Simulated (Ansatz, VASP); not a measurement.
# Two plane-wave programs on NbC2

```xyz
6
Lattice="4.5949 0.0000 0.0000 0.0000 4.5709 0.0000 0.0000 0.0000 3.0655" Properties=species:S:1:pos:R:3 pbc="T T T"
Nb    2.2975    2.2854    1.5327
Nb    0.0000    0.0000    0.0000
C     1.6217    4.5722    1.5327
C     2.9733   -0.0013    1.5327
C     3.9192    2.2841    0.0000
C     0.6758    2.2868    0.0000
```

Alike in both runs: functional PBE; k mesh 4 × 3 × 5; occupations gaussian, width 0.2 eV; no spin polarisation.

Ansatz relaxed the structure, and its values are those at the end. VASP's run is a single point on that final structure, the one shown.

|  | VASP | Ansatz |
| --- | --- | --- |
| version | VASP 6.6.1 | Ansatz 0.2.0 |
| potentials or method | VASP PAW PBE potentials, release 64 (Nb_sv, C), cutoff 600 eV | scalar-relativistic, plane waves, PAW |
| valence electrons in the cell | 42 | 42 |

Ansatz gave:

- gap on the k mesh at the Fermi level (eV): none
- pressure (GPa): -0.2
- rms of the force components (eV/Å): 0.034

Q: What did VASP give for the same quantities?

A: gap on the k mesh at the Fermi level (eV): none; pressure (GPa): -0.5; rms of the force components (eV/Å): 0.074.

A gap of «none» marks a metal or a gap that the smearing closes. With one functional, cell and mesh, what is left measures potentials, basis and numerics.

The k mesh is coarse, so the values compare programs but aren't converged.
